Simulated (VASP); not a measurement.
In2Sb, 6 atoms in the cell. The structure is hexagonal, space group P6_3/mmc (No. 194). The conventional cell has a = 5.123 Å, b = 5.123 Å, c = 6.097 Å, α = 90.00°, β = 90.00°, γ = 120.00°. In (site symmetry -6m2) has 5 Sb at 2.96 to 3.05 Å and 6 In at 3.33 Å within 3.9 Å. Within 4.0 Å of In (site symmetry -3m) lie 8 In at 3.05 to 3.33 Å and 6 Sb at 3.33 Å. Sb (site symmetry -6m2) has 11 In at 2.96 to 3.33 Å within 3.9 Å. 

| Quantity | Value |
| --- | --- |
| Program | VASP 6.6.1 |
| Task | single point |
| Functional | PBEsol |
| Potentials or basis | VASP PAW PBE potentials, release 64 (In_d, Sb) |
| Cutoff | 520 eV |
| k mesh | 12 × 12 × 6 |
| Occupations | gaussian, width 0.1 eV |
| Spin | no spin polarisation |
| Dipole correction | no |
| Further INCAR settings | ALGO = Fast; EDIFF = 1e-07; NBANDS = 40 |

Potentials or basis: VASP PAW PBE potentials, release 64 (In_d, Sb).

Run with:

```bash
$ cat potpaw_PBE.64/In_d/POTCAR potpaw_PBE.64/Sb/POTCAR > POTCAR
$ mpirun -np 1 vasp_std > vasp.out
```

Hardware: 1 thread of Oxide Virtual Turin-like Processor (shared host).

Q: How long does it take, and how much memory?

A: It took 18 min on 1 thread of Oxide Virtual Turin-like Processor, with other jobs on the host, peak memory 0.45 GiB. Counts: scf iterations 22, k points 76.
